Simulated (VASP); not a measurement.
Wanted: the native input for a VASP 6.6.1 run.

```yaml
Task: single point
Functional: PBEsol
Potentials_or_basis: VASP PAW PBE potentials, release 64 (Si, Zr_sv)
Cutoff: 400 eV
k_mesh: 10 × 5 × 1
Occupations: methfessel-paxton, width 0.1 eV
Spin: no spin polarisation
Dipole_correction: yes
Further_INCAR_settings: ALGO = Normal; EDIFF = 1e-06; NBANDS = 98; ISYM = 0; NELMDL = -8
```

The structure of ZrSi2 lies in POSCAR:

```
ZrSi2
1.0
    3.6742585519      0.0000000000      0.0000000000
   -1.8371292760      8.1494308045      0.0000000000
    0.0000000000      0.0000000000     27.1432008874
Si Zr
16 8
Direct
    0.6185984305      0.2371968610      0.2763122902
    0.8253190526      0.6506381052      0.2893609921
    0.3760254083      0.7520508167      0.3494478853
    0.5827460304      0.1654920608      0.3624965872
    0.7192706610      0.4385413220      0.3967093311
    0.9259912831      0.8519825661      0.4097580330
    0.4766976388      0.9533952776      0.4698449262
    0.6834182609      0.3668365218      0.4828936281
    0.8199428915      0.6398857829      0.5171063719
    0.0266635135      0.0533270271      0.5301550738
    0.5773698693      0.1547397385      0.5902419670
    0.7840904914      0.5681809827      0.6032906689
    0.9206151219      0.8412302438      0.6375034128
    0.1273357440      0.2546714880      0.6505521147
    0.6780420997      0.3560841995      0.7106390079
    0.8847627218      0.7695254436      0.7236877098
    0.9918710435      0.9837420869      0.3145205080
    0.2094734175      0.4189468349      0.3242883694
    0.0925432739      0.1850865479      0.4349175489
    0.3101456479      0.6202912959      0.4446854103
    0.1932155044      0.3864310088      0.5553145897
    0.4108178784      0.8216357568      0.5650824511
    0.2938877349      0.5877754697      0.6757116306
    0.5114901089      0.0229802178      0.6854794920
```

These files were run (other wordings do the same):

INCAR

```
PREC = Accurate
ENCUT = 400
EDIFF = 1E-6
ISMEAR = 1
SIGMA = 0.1
LREAL = False
LASPH = True
NELM = 120
ALGO = Normal
ISIF = 2
LWAVE = False
LCHARG = False
LDIPOL = True
IDIPOL = 3
DIPOL = 0.5 0.5 0.500
GGA = PS
NBANDS = 98
ISYM = 0
GGA_COMPAT = False
NELMDL = -8
```

KPOINTS

```
regular mesh
0
Gamma
  10 5 1
```

Potentials or basis: VASP PAW PBE potentials, release 64 (Si, Zr_sv).

The run is started by

```bash
$ cat potpaw_PBE.64/Si/POTCAR potpaw_PBE.64/Zr_sv/POTCAR > POTCAR
$ mpirun -np 1 vasp_std > vasp.out
```

It gave:

- Largest force: 1.391 eV/Å
- Band gap on the k mesh: zero (bands 80 and 81 overlap by 0.76 eV)

Caveat: the PAW data sets were made with another functional, which shifts forces and pressure a little.

It took 2.1 h on 1 thread of Intel Xeon 8259CL, with other jobs on the host, peak memory 1.1 GiB.
